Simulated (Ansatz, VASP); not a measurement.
**Cd in VASP and in Ansatz**

```
Cd
1.0
    -1.84139    1.84139    1.84139
     1.84139   -1.84139    1.84139
     1.84139    1.84139   -1.84139
Cd
1
Cartesian
  0.0000 0.0000 0.0000
```

Alike in both runs: functional RPBE; k mesh 13 × 13 × 13; occupations fermi-dirac, width 0.1 eV; no spin polarisation.

Ansatz relaxed the structure, and its values are those at the end. VASP's run is a single point on that final structure, the one shown.

|  | VASP | Ansatz |
| --- | --- | --- |
| version | VASP 6.6.1 | Ansatz 0.2.0 |
| potentials or method | VASP PAW PBE potentials, release 64 (Cd), cutoff 520 eV | plane waves (420 eV) with PAW, scalar-relativistic |
| valence electrons in the cell | 12 | 20 |

VASP gave:

| Quantity | Value |
| --- | --- |
| pressure (GPa) | 0.1 |

Problem. What did Ansatz give for the same quantities?

Solution. Pressure (GPa): 0.0.

VASP's potentials were made for PBE, not for RPBE. With one functional, cell and mesh, what is left measures potentials, basis and numerics. VASP's potentials hold 12 valence electrons a cell and Ansatz's 20, so a difference there can come from the potentials and not from the codes.
